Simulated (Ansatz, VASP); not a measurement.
Two plane-wave programs on Re

File INCAR:

```
PREC = Accurate ; ENCUT = 520
EDIFF = 1E-6 ; ISMEAR = 0
SIGMA = 0.1 ; LREAL = False
LASPH = True ; NELM = 150
ALGO = Fast ; ISIF = 2
LWAVE = False ; LCHARG = False
LNONCOLLINEAR = True ; MAGMOM = 0 0 0
LORBIT = 11 ; LSORBIT = True
GGA_COMPAT = False ; LORBMOM = True
LMAXMIX = 4 ; GGA = PS
NBANDS = 18
```

Contents of KPOINTS:

```
Automatic mesh
0
Gamma
  20 20 20
```

The input POSCAR:

```
Re
1.0
   -1.5425089010      1.5425089010      1.5425089010
    1.5425089010     -1.5425089010      1.5425089010
    1.5425089010      1.5425089010     -1.5425089010
Re
1
Direct
    0.0000000000      0.0000000000      0.0000000000
```

Input for Ansatz:

```yaml
crystal:
  lattice:
    - [-1.542508901, 1.542508901, 1.542508901]
    - [1.542508901, -1.542508901, 1.542508901]
    - [1.542508901, 1.542508901, -1.542508901]
  atoms:
    - { symbol: Re, position: [0.0, 0.0, 0.0] }
basis:
  ecutwfc: 420
kpoints:
  mp_grid: { grid: [20, 20, 20] }
  band_path:
    path:
      - [0.0, 0.0, 0.0]
      - [0.5, -0.5, 0.5]
      - [0.0, 0.0, 0.5]
      - [0.25, 0.25, 0.25]
    npoints: 1
hamiltonian:
  xc: pbesol
scf:
  occupations: { method: gaussian, width: 0.1 }
  n_extra_bands: 8
output:
  eigenvalues: true
  write_density: true
  write_potential: true
  elf: true
  volumetric_format: npy
magnetization:
  noncollinear: true
  spin_orbit: true
```

Alike in both runs: task single point; functional PBEsol; k mesh 20 × 20 × 20; occupations gaussian, width 0.1 eV; non-collinear spin, spin-orbit coupling.

|  | VASP | Ansatz |
| --- | --- | --- |
| version | VASP 6.6.1 | Ansatz 0.2.0 |
| potentials or method | VASP PAW PBE potentials, release 64 (Re), cutoff 520 eV | plane waves, PAW |
| valence electrons in the cell | 7 | 15 |

|  | VASP | Ansatz | Ansatz less VASP |
| --- | --- | --- | --- |
| net moment per atom (μB) | 0.00 | 0.00 | 0.000 |

VASP's potentials were made for PBE, not for PBEsol. The functional is the same, so the differences come from potentials, cutoffs and numerics. VASP's potentials hold 7 valence electrons a cell and Ansatz's 15, so a difference there can come from the potentials and not from the codes.
